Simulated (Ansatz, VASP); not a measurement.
**NiO in VASP and in Ansatz**

```xyz
2
Lattice="0.0000 2.0719 2.0719 2.0719 0.0000 2.0719 2.0719 2.0719 0.0000" Properties=species:S:1:pos:R:3 pbc="T T T"
Ni    0.0000    0.0000    0.0000
O     2.0719    2.0719    2.0719
```

Alike in both runs: task single point; functional b88 exchange, pbe correlation; k mesh 11 × 11 × 11; occupations fermi-dirac, width 0.05 eV; collinear spin.

|  | VASP | Ansatz |
| --- | --- | --- |
| version | VASP 6.6.1 | Ansatz 0.2.0 |
| potentials or method | VASP PAW PBE potentials, release 64 (Ni, O) | Ansatz PAW |
| plane-wave cutoff (eV) | 600 | 420 |
| valence electrons in the cell | 16 | 24 |

VASP gave:

- gap on the k mesh at the Fermi level (eV): none
- pressure (GPa): 8.2
- net moment per atom (μB): 0.81
- size of the moment on the site where the two differ most (μB): 0.24

Q: Estimate Ansatz's values.

A: gap on the k mesh at the Fermi level (eV): none; pressure (GPa): 9.1; net moment per atom (μB): 0.84; size of the moment on the site where the two differ most (μB): 0.26.

VASP's potentials were made for PBE, not for b88 exchange, pbe correlation. Site moments also hang on the region over which each program counts them. A gap of «none» marks a metal or a gap that the smearing closes. The functional is the same, so the differences come from potentials, cutoffs and numerics. VASP's potentials hold 16 valence electrons a cell and Ansatz's 24, so a difference there can come from the potentials and not from the codes.
